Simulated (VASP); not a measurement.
Here is a VASP 6.6.1 calculation.

File INCAR:

```
SYSTEM = Si
PREC     = Accurate       ! precision mode
ENCUT    = 520            ! plane-wave cutoff, eV
EDIFF    = 1E-6           ! SCF threshold, eV
ISMEAR   = 0              ! smearing method
SIGMA    = 0.05           ! smearing width, eV
LREAL    = .FALSE.        ! projectors in reciprocal space
LASPH    = .TRUE.         ! aspherical terms in the spheres
NELM     = 60             ! most SCF steps
ALGO     = Normal         ! electronic algorithm
ISIF     = 2              ! what is computed and relaxed
LWAVE    = .FALSE.        ! write WAVECAR
LCHARG   = .FALSE.        ! write CHGCAR
GGA      = PS             ! functional
NBANDS   = 36             ! bands
ISYM     = 0
```

The input KPOINTS:

```
Automatic mesh
0
G
  6 9 3
  0 0 0
```

File POSCAR:

```
Si
1.0
    5.4328540087      0.0000000000      0.0000000000
    0.0000000000      2.7164270044     -2.7164270044
    2.7164270044      8.8283877642      7.4701742620
Si
12
Direct
    0.3750083333     -0.0624958333      0.2499833333
   -0.2083250000      0.3958375000      0.4166500000
    0.2083416667     -0.1458291667      0.5833166667
   -0.3749916667      0.3125041667      0.7499833333
    0.0416750000     -0.2291625000      0.9166500000
   -0.0416583333      0.4791708333      0.0833166667
    0.5416750000     -0.1041625000      0.4166500000
   -0.0416583333      0.3541708333      0.5833166667
    0.3750083333     -0.1874958333      0.7499833333
   -0.2083250000      0.2708375000      0.9166500000
    0.7083416667     -0.0208291667      0.0833166667
    0.1250083333      0.4375041667      0.2499833333
```

Potentials or basis: VASP PAW PBE potentials, release 64 (Si).

Command:

```console
$ cat potpaw_PBE.64/Si/POTCAR > POTCAR
$ mpirun -np 1 vasp_std > vasp.out
```

(1) Predict the largest force.

(2) What does it give for the pressure?

(3) Estimate the band gap on the k mesh.

Results:

(1) 2.924 eV/Å.

(2) 3.4 GPa.

(3) 0.31 eV (least direct gap 0.88 eV).

Caveat: the cell differs from its parent crystal (the part above a cut slid along it); the cell stands under pressure; the PAW data sets were made with another functional, which shifts forces and pressure a little.
